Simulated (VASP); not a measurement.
# C (P6_3/mmc) in VASP: notebook

C is run at these levels: PBE; tasks: single point.

Everything below comes from runs of VASP 6.6.1. Logs are shortened: lines on timing, memory, paths and dates and some standing lists are left out, and cuts for length are marked.

## (1) The cell of the first run

Symmetry: P6_3/mmc, No. 194, hexagonal system. Conventional cell: a = 2.467 Å, b = 2.467 Å, c = 8.527 Å, α = 90.00°, β = 90.00°, γ = 120.00°. C (site symmetry -6m2) has 3 C at 1.42 Å within 1.9 Å. Within 1.9 Å of C (site symmetry -6m2) lie 3 C at 1.42 Å.

## (2) Single point, PBE

INCAR reads:

```
  PREC = Accurate
  ENCUT = 520
  EDIFF = 1E-6
  ISMEAR = -1
  SIGMA = 0.05
  LREAL = False
  LASPH = True
  NELM = 80
  ALGO = Normal
  ISIF = 2
  LWAVE = False
  LCHARG = False
  GGA = PE
  NBANDS = 16
```

KPOINTS reads:

```
regular mesh
0
Gamma
  14 14 4
```

POSCAR reads:

```
C
1.0
    2.4665665061      0.0000000000      0.0000000000
   -1.2332832531      2.1361092544      0.0000000000
    0.0000000000      0.0000000000      8.5267424969
C
4
Direct
    1.0000000000      1.0000000000      0.2500000000
    0.0000000000      0.0000000000      0.7500000000
    0.3333333333      0.6666666667      0.2500000000
    0.6666666667      0.3333333333      0.7500000000
```

Potentials or basis: VASP PAW PBE potentials, release 64 (C).

On the command line:

```console
> cat potpaw_PBE.64/C/POTCAR > POTCAR
> mpirun -np 1 vasp_std > vasp.out
```

OUTCAR:

```text
PREC = Accurate
   ENCUT = 520
   EDIFF = 1E-6
   ISMEAR = -1
   LREAL = False
   LASPH = True
   NELM = 80
   ISIF = 2
   GGA = PE

 ion  position               nearest neighbor table
   1  0.000  0.000  0.250-   3 1.42   3 1.42   3 1.42
   2  0.000  0.000  0.750-   4 1.42   4 1.42   4 1.42
   3  0.333  0.667  0.250-   1 1.42   1 1.42   1 1.42
   4  0.667  0.333  0.750-   2 1.42   2 1.42   2 1.42

  LATTYP: Found a hexagonal cell.
 ALAT       =     2.4665665061
 C/A-ratio  =     3.4569278695

  Lattice vectors:

 A1 = (   2.4665665061,   0.0000000000,   0.0000000000)
 A2 = (  -1.2332832531,   2.1361092544,   0.0000000000)
 A3 = (   0.0000000000,   0.0000000000,   8.5267424969)

Analysis of symmetry for initial positions (statically):
=====================================================================
 Subroutine PRICEL returns:
 Original cell was already a primitive cell.

 Routine SETGRP: Setting up the symmetry group for a
 hexagonal supercell.

 Subroutine GETGRP returns: Found 24 space group operations
 (whereof 12 operations were pure point group operations)
 out of a pool of 24 trial point group operations.

The static configuration has the point symmetry D_3d.
 The point group associated with its full space group is D_6h.

Analysis of symmetry for dynamics (positions and initial velocities):
=====================================================================
 Subroutine PRICEL returns:
 Original cell was already a primitive cell.

 Routine SETGRP: Setting up the symmetry group for a
 hexagonal supercell.

 Subroutine GETGRP returns: Found 24 space group operations
 (whereof 12 operations were pure point group operations)
 out of a pool of 24 trial point group operations.

The dynamic configuration has the point symmetry D_3d.
 The point group associated with its full space group is D_6h.

 Subroutine INISYM returns: Found 24 space group operations
 (whereof 12 operations are pure point group operations),
 and found     1 'primitive' translations

----------------------------------------------------------------------------------------

                                     Primitive cell

  volume of cell :      44.9262

  direct lattice vectors                    reciprocal lattice vectors
     2.466566506  0.000000000  0.000000000     0.405421868  0.234070425  0.000000000
    -1.233283253  2.136109254  0.000000000     0.000000000  0.468140849  0.000000000
     0.000000000  0.000000000  8.526742497     0.000000000  0.000000000  0.117278081

  length of vectors
     2.466566506  2.466566506  8.526742497     0.468140849  0.468140849  0.117278081

  position of ions in fractional coordinates (direct lattice)
     0.000000000  0.000000000  0.250000000
     0.000000000  0.000000000  0.750000000
     0.333333333  0.666666667  0.250000000
     0.666666667  0.333333333  0.750000000

  ion indices of the primitive-cell ions
   primitive index   ion index
                 1           1
                 2           2
                 3           3
                 4           4

----------------------------------------------------------------------------------------

 KPOINTS: regular mesh

Automatic generation of k-mesh.
 Grid dimensions read from file:
 generate k-points for:   14   14    4

 Generating k-lattice:

  Cartesian coordinates                     Fractional coordinates (reciprocal lattice)
     0.028958705  0.016719316  0.000000000     0.071428571  0.000000000  0.000000000
     0.000000000  0.033438632  0.000000000     0.000000000  0.071428571  0.000000000
     0.000000000  0.000000000  0.029319520     0.000000000  0.000000000  0.250000000

  Length of vectors
     0.033438632  0.033438632  0.029319520

  Shift w.r.t. Gamma in fractional coordinates (k-lattice)
     0.000000000  0.000000000  0.000000000

 Subroutine IBZKPT returns following result:
 ===========================================

 Found     72 irreducible k-points:

 Following reciprocal coordinates:
            Coordinates               Weight
  0.000000  0.000000  0.000000      1.000000
  0.071429 -0.000000  0.000000      6.000000
  0.142857  0.000000  0.000000      6.000000
  0.214286  0.000000  0.000000      6.000000
  0.285714  0.000000  0.000000      6.000000
  0.357143 -0.000000  0.000000      6.000000
[... 16 lines left out ...]
  0.285714  0.285714  0.000000      6.000000
  0.357143  0.285714  0.000000      6.000000
 [... further k-points ...]
   k-points           NKPTS =     72   k-points in BZ     NKDIM =     72   number of bands    NBANDS=     16
   number of dos      NEDOS =    301   number of ions     NIONS =      4
   total plane-waves  NPLWV =  20736
   dimension x,y,z NGX =    18 NGY =   18 NGZ =   64
   dimension x,y,z NGXF=    36 NGYF=   36 NGZF=  128
   ions per type =               4
   NGX,Y,Z   is equivalent  to a cutoff of  12.13, 12.13, 12.48 a.u.
   NGXF,Y,Z  is equivalent  to a cutoff of  24.26, 24.26, 24.96 a.u.
 SYSTEM =  unknown system
   PREC   = accura    normal or accurate (medium, high low for compatibility)
   ISTART =      0    job   : 0-new  1-cont  2-samecut
   ICHARG =      2    charge: 1-file 2-atom 10-const
   ISPIN  =      1    spin polarized calculation?
   LNONCOLLINEAR =      F non collinear calculations
   LSORBIT =      F    spin-orbit coupling
   LASPH  =      T    aspherical Exc in radial PAW
   ENCUT  =  520.0 eV  38.22 Ry    6.18 a.u.   4.59  4.59 15.85*2*pi/ulx,y,z
   NELM   =     80;   NELMIN=  2; NELMDL= -5     # of ELM steps
   EDIFF  = 0.1E-05   stopping-criterion for ELM
   LREAL  =      F    real-space projection
   EDIFFG = 0.1E-04   stopping-criterion for IOM
   NSW    =      0    number of steps for IOM
   IBRION =     -1    ionic relax: 0-MD 1-quasi-New 2-CG
   NFREE  =      0    steps in history (QN), initial steepest desc. (CG)
   ISIF   =      2    stress and relaxation
   ISYM   =      2    0-nonsym 1-usesym 2-fastsym
   POTIM  = 0.5000    time-step for ionic-motion
   TEBEG  =    0.0;   TEEND  =   0.0 temperature during run
   PSTRESS=    0.0 pullay stress
   NELECT =      16.0000    total number of electrons
   NUPDOWN=      -1.0000    fix difference up-down
   EMIN   =  10.00;   EMAX   =-10.00  energy-range for DOS
   EFERMI =   0.00;   METHOD = LEGACY
   ISMEAR =    -1;   SIGMA  =   0.05  broadening in eV -4-tet -1-fermi 0-gaus
   EFERMI_NEDOS =   21; number of points for ismear=-14 and -15
   IALGO  =     38    algorithm
   IMIX   =      4    mixing-type and parameters
     AMIX     =   0.40;   BMIX     =  1.00
     AMIX_MAG =   1.60;   BMIX_MAG =  1.00
  volume/ion in A,a.u.               =      11.23        75.79
  Fermi-wavevector in a.u.,A,eV,Ry     =   1.160419  2.192875 18.321243  1.346573
  Thomas-Fermi vector in A             =   2.297002
   LORBIT       =      0    0 simple, 1 ext, 2 COOP (PROOUT), +10 PAW based schemes
   GGA     = PE    functional components
   LHFCALC =     F    Hartree Fock is set to
   AEXX    =    0.0000 exact exchange contribution
   IVDW    =     0    specifies the selected vdW correction
   LEPSILON=     F    determine dielectric tensor
   LRPA    =     F    only Hartree local field effects (RPA)
 non-spin polarized calculation
  energy-cutoff  :      520.00
  volume of cell :       44.93
 maximum number of plane-waves:      1230
   NGX =  9   NGY =  9   NGZ = 31

 number of electron      15.9999993 magnetization

 Free energy of the ion-electron system (eV)
  ---------------------------------------------------
  ext. energy  EPLUGINS =         0.00000000
  ---------------------------------------------------
  free energy    TOTEN  =       -36.90801772 eV

  energy without entropy =      -36.90801672  energy(sigma->0) =      -36.90801722

 E-fermi :   2.7900     XC(G=0):  -8.7220

 val. band max:        2.2373235270   @ k =   0.3571   0.2857   0.0000
 cond. band min:       3.3662973285   @ k =   0.3571   0.2857   0.0000
 fundamental gap:      1.1289738015
 Fermi energy:         2.7900139388

 k-point     1 :       0.0000    0.0000    0.0000
  band No.  band energies     occupation
      1     -16.7397      2.00000
      2     -16.7038      2.00000
      3      -5.0539      2.00000
      4      -4.5714      2.00000
      5      -0.2517      2.00000
      6      -0.2517      2.00000
[... 8 lines left out ...]
     15      13.2208      0.00000
     16      14.1985      0.00000

 k-point     2 :       0.0714   -0.0000    0.0000
  band No.  band energies     occupation
      1     -16.6191      2.00000
      2     -16.5835      2.00000
      3      -4.9086      2.00000
      4      -4.4292      2.00000
      5      -0.7367      2.00000
      6      -0.7347      2.00000
[... 8 lines left out ...]
     15      13.3816      0.00000
     16      13.7791      0.00000

 k-point     3 :       0.1429    0.0000    0.0000
  band No.  band energies     occupation
      1     -16.2580      2.00000
      2     -16.2235      2.00000
      3      -4.4754      2.00000
      4      -4.0055      2.00000
      5      -2.0060      2.00000
      6      -2.0018      2.00000
[... 8 lines left out ...]
     15      13.0119      0.00000
     16      13.0166      0.00000

 k-point     4 :       0.2143    0.0000    0.0000
  band No.  band energies     occupation
      1     -15.6595      2.00000
      2     -15.6267      2.00000
      3      -3.7632      2.00000
      4      -3.7128      2.00000
      5      -3.7057      2.00000
      6      -3.3105      2.00000
[... 8 lines left out ...]
     15      14.5383      0.00000
     16      15.0224      0.00000
[... 324 lines left out ...]
 k-point    22 :       0.3571    0.2143    0.0000
  band No.  band energies     occupation
      1     -11.1814      2.00000
      2     -11.1625      2.00000
      3      -9.4101      2.00000
      4      -9.3962      2.00000
      5      -6.2747      2.00000
      6      -6.2652      2.00000
[... 8 lines left out ...]
     15      14.5169      0.00000
     16      15.1493      0.00000

 k-point    23 :       0.2857    0.2857    0.0000
  band No.  band energies     occupation
      1     -11.2525      2.00000
      2     -11.2321      2.00000
      3      -8.7219      2.00000
      4      -8.7138      2.00000
      5      -7.0759      2.00000
      6      -7.0702      2.00000
[... 8 lines left out ...]
     15      15.4075      0.00000
     16      16.1828      0.00000

 k-point    24 :       0.3571    0.2857    0.0000
  band No.  band energies     occupation
      1     -10.2524      2.00000
      2     -10.2425      2.00000
      3      -9.5743      2.00000
      4      -9.5736      2.00000
      5      -7.4702      2.00000
      6      -7.4628      2.00000
[... 8 lines left out ...]
     15      15.2898      0.00000
     16      16.1754      0.00000

 [... further k-points ...]
[... 5 lines left out ...]
  --------------------------------------------------------------------------------------
  -------------------------------------------------------------------------------------
  Total        0.1447896      0.1447896     -0.0033623     -0.0000000     -0.0000000      0.0000000
  in kB        5.1635507      5.1635507     -0.1199083     -0.0000000     -0.0000000      0.0000000
  external PRESSURE =       3.4023977 kB  Pullay stress =       0.0000000 kB

 VOLUME and BASIS-vectors are now :
 -----------------------------------------------------------------------------
  energy-cutoff  :      520.00
  volume of cell :       44.93
      direct lattice vectors                 reciprocal lattice vectors
     2.466566506  0.000000000  0.000000000     0.405421868  0.234070425  0.000000000
    -1.233283253  2.136109254  0.000000000     0.000000000  0.468140849  0.000000000
     0.000000000  0.000000000  8.526742497     0.000000000  0.000000000  0.117278081

 POSITION                                       TOTAL-FORCE (eV/Angst)
 -----------------------------------------------------------------------------------
      0.00000      0.00000      2.13169         0.000000      0.000000      0.000000
      0.00000      0.00000      6.39506        -0.000000      0.000000      0.000000
     -0.00000      1.42407      2.13169        -0.000000      0.000000      0.000000
      1.23328      0.71204      6.39506         0.000000     -0.000000     -0.000000
 -----------------------------------------------------------------------------------
    total drift:                                0.000000     -0.000000      0.000000

  FREE ENERGIE OF THE ION-ELECTRON SYSTEM (eV)
  ---------------------------------------------------
  free  energy   TOTEN  =       -36.9080177217 eV

  energy  without entropy=      -36.9080167153  energy(sigma->0) =      -36.90801722
```

Wall time 33 s (1 thread of Intel Xeon 8259CL, shared host); peak memory 0.17 GiB.

Results:

```
Free energy : -36.9080 eV
Pressure    : 0.3 GPa
```

Caveat: this functional lacks dispersion, which binds the layers, so the pressure and a relaxed spacing across them are unreliable.

## (3) Single point, PBE

INCAR reads:

```
ALGO = Normal
EDIFF = 1E-7
ENCUT = 520
GGA = PE
ISIF = 2
ISMEAR = -1
LASPH = True
LCHARG = False
LREAL = False
LWAVE = False
NBANDS = 16
NELM = 100
PREC = Accurate
SIGMA = 0.05
```

KPOINTS reads:

```
k-points
0
Gamma
  15 15 4
```

POSCAR is that of step 2.

Potentials or basis: VASP PAW PBE potentials, release 64 (C).

On the command line:

```console
> cat potpaw_PBE.64/C/POTCAR > POTCAR
> mpirun -np 1 vasp_std > vasp.out
```

It took 44 s on 1 thread of Intel Xeon 8259CL, shared host; peak memory 0.17 GiB.

Results (log left out):

* Free energy: -36.9025 eV
* Pressure: 0.4 GPa
* Band gap on the k mesh: zero (filled and empty bands touch)

Stress tensor (GPa, compression positive):
```
 0.55  0.00  0.00
 0.00  0.55  0.00
 0.00  0.00 -0.04
```

Levels at points of the mesh, in eV from the Fermi level:
| k point | band 4 | band 5 | band 6 | band 7 | band 8 | band 9 | band 10 | band 11 | band 12 | band 13 |
| --- | --- | --- | --- | --- | --- | --- | --- | --- | --- | --- |
| (0.00, 0.00, 0.00) | -7.36 | -3.04 | -3.04 | -3.04 | -3.04 | 3.09 | 6.39 | 8.30 | 8.30 | 8.31 |
| (0.00, 0.00, 0.50) | -7.62 | -3.04 | -3.04 | -3.04 | -3.04 | 4.35 | 4.35 | 8.30 | 8.30 | 8.30 |

Caveat: this functional lacks dispersion, which binds the layers, so the pressure and a relaxed spacing across them are unreliable.

[end of part 1 of 2]
